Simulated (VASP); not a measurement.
A run of VASP 6.6.1:

Contents of INCAR:

```
SYSTEM = SnB17N18
ALGO = Normal ; EDIFF = 1E-6
ENCUT = 520 ; GGA = PE
GGA_COMPAT = .FALSE. ; ISIF = 2
ISMEAR = 0 ; ISYM = -1
LASPH = .TRUE. ; LCHARG = .FALSE.
LREAL = Auto ; LWAVE = .FALSE.
NBANDS = 102 ; NELECT = 156.0
NELM = 120 ; PREC = Accurate
SIGMA = 0.01
```

The input KPOINTS:

```
explicit points
1
Reciprocal
  0.25000000   0.25000000   0.25000000 1
```

File POSCAR:

```
SnB17N18
1.0
    7.4650312809      0.0000000000      0.0000000000
   -3.7325156404      6.4649067293      0.0000000000
    0.0000000000      0.0000000000      6.4954828800
B N Sn
17 18 1
Direct
    0.0843235803      0.2075206176      0.2340242641
    0.2443837061      0.1217048415      0.7520021576
    0.0839256028      0.5402147730      0.2408795156
    0.2444466579      0.4614054519      0.7502746141
    0.0839716421      0.8744719328      0.2412181046
    0.2451831787      0.7917173447      0.8009064444
    0.4158753330      0.2072096929      0.2117263600
    0.5757440765      0.1201085175      0.7735198510
    0.4158901036      0.5390981942      0.2116466136
    0.4184994167      0.8745127791      0.2465778260
    0.5753615994      0.7938458044      0.7675400968
    0.7526165242      0.2086573829      0.2367273608
    0.9124114969      0.1253367064      0.7641242583
    0.7458833334      0.5382641069      0.2562296023
    0.9167578289      0.4613261964      0.8183547849
    0.7525396161      0.8746763896      0.2347775189
    0.9164697693      0.7937106529      0.8137456419
    0.1342637838      0.2360926800      0.7437837165
    0.1947301803      0.0968558420      0.2314046160
    0.1371344145      0.5688715418      0.8006306934
    0.1945440411      0.4296801373      0.2318264766
    0.1363084799      0.9049582898      0.7984999056
    0.1960999601      0.7639422843      0.2539933165
    0.4570714422      0.2104125183      0.7212478763
    0.5288169216      0.0981279617      0.2398778542
    0.4563915027      0.5854038095      0.7105300991
    0.5222724182      0.4266610191      0.1860670188
    0.4674351610      0.9020453001      0.8030083607
    0.5288436702      0.7623767718      0.2364687233
    0.8016016007      0.2372325527      0.7787077951
    0.8617973666      0.0969914047      0.2412196747
    0.8172363265      0.5780330206      0.8447839087
    0.8641544144      0.4288830216      0.2341912827
    0.8014368681      0.9016314138      0.7724528079
    0.8643723115      0.7670177940      0.2345608730
    0.6368119629      0.4856439589      0.5876838513
```

Potentials or basis: VASP PAW PBE potentials, release 64 (B, N, Sn_d).

The run is started by

```console
$ cat potpaw_PBE.64/B/POTCAR potpaw_PBE.64/N/POTCAR potpaw_PBE.64/Sn_d/POTCAR > POTCAR
$ mpirun -np 1 vasp_std > vasp.out
```

Hardware: 1 thread of AMD EPYC 9R45 96-Core Processor (Zen 5), with other jobs on the host.

Q: How long does it take, and how much memory?

A: Run time: 66 s on 1 thread of AMD EPYC 9R45 96-Core Processor (Zen 5), with other jobs on the host, peak memory 0.34 GiB. Counts: scf iterations 16, k points 1.
